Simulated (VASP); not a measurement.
Crystal: MgSc2C2.

```
Mg Sc C
1.0
     3.78634    0.00000    0.00000
    -1.89317    3.27906    0.00000
     0.00000    0.00000    7.40408
Mg Sc C
1 2 2
Direct
  0.66667 0.33333 0.00000
  0.00000 0.00000 0.70553
  0.00000 0.00000 0.29447
  0.66667 0.33333 0.50000
  0.33333 0.66667 0.00000
```

```yaml
Program: VASP 6.6.1
Task: relaxation of cell and atoms
Functional: PBE
Potentials_or_basis: VASP PAW PBE potentials, release 64 (Mg, Sc_sv, C)
Cutoff: 600 eV
k_mesh: 6 × 6 × 4
Occupations: gaussian, width 0.1 eV
Spin: no spin polarisation
```

At the start: pressure -17.5 GPa; volume 18.39 Å³/atom.

**Question.** Where does the relaxation end?

**Answer.** Over 9 steps the energy falls by 327.7 meV/atom and the volume is 13.91 Å³/atom (-24.4 %); space group P-6m2 (No. 187, to 0.05 Å).

The path:
```csv
step,energy change (eV),largest force (eV/Å),pressure (GPa),volume (Å³)
1,0.0000,1.3477,-17.53,91.93
2,-1.5109,1.0387,5.62,67.65
3,-1.5680,0.5614,0.08,70.73
4,-1.5673,0.5050,-0.54,71.12
5,-1.6197,0.3239,-0.77,70.59
6,-1.6361,0.1527,-0.84,70.10
7,-1.6362,0.1376,-0.84,70.06
8,-1.6373,0.1124,0.64,69.14
9,-1.6387,0.0041,0.00,69.53
```

Final structure:
```
Mg Sc C
1.0
     3.54381    0.00000    0.00000
    -1.77191    3.06903    0.00000
     0.00000    0.00000    6.39300
Mg Sc C
1 2 2
Direct
  0.66667 0.33333 0.00000
  0.00000 0.00000 0.70625
  0.00000 0.00000 0.29375
  0.66667 0.33333 0.50000
  0.33333 0.66667 0.00000
```

Caveat: the volume moved by over 15 % at a fixed basis, so the end points are rough.
